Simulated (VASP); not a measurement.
A run of VASP 6.6.1 is set up as follows.

INCAR

```
ALGO     = Normal         # electronic algorithm
EDIFF    = 1E-6           # SCF threshold, eV
ENCUT    = 520            # plane-wave cutoff, eV
GGA      = PE             # functional
ISIF     = 2              # what is computed and relaxed
ISMEAR   = 0              # smearing method
LASPH    = True           # aspherical terms in the spheres
LCHARG   = True           # write CHGCAR
LELF     = True           # ELF
LREAL    = False          # projectors in reciprocal space
LVHAR    = True         
LWAVE    = False          # write WAVECAR
NBANDS   = 20             # bands
NELM     = 60             # most SCF steps
PREC     = Accurate       # precision mode
SIGMA    = 0.02           # smearing width, eV
```

Contents of KPOINTS:

```
k-points
0
Gamma
  12 12 12
```

POSCAR

```
SnO2
1.0
    1.6170930752      0.9336291223      4.8005925840
   -1.6170930752      0.9336291223      4.8005925840
    0.0000000000     -1.8672582446      4.8005925840
Sn O
1 2
Direct
    0.5139138559      0.4860861441      0.5000000000
    0.2371700000      0.2371700000      0.2371700000
    0.7628300000      0.7628300000      0.7628300000
```

Potentials or basis: VASP PAW PBE potentials, release 64 (Sn_d, O).

Run with:

```sh
$ cat potpaw_PBE.64/Sn_d/POTCAR potpaw_PBE.64/O/POTCAR > POTCAR
$ mpirun -np 1 vasp_std > vasp.out
```

Problem. What does it give for the band gap on the k mesh?

Solution. 1.91 eV (least direct gap 2.02 eV).

Problem. Estimate the pressure.

Solution. 0.2 GPa.

Stress tensor (GPa, compression positive):
```
 0.55  0.00  0.00
 0.00  0.35  0.20
 0.00  0.20 -0.40
```

Caveat: the cell differs from its parent crystal (one atom moved); spin-orbit coupling is left out, which moves the levels of the heavy elements. A k mesh can miss the band edges.
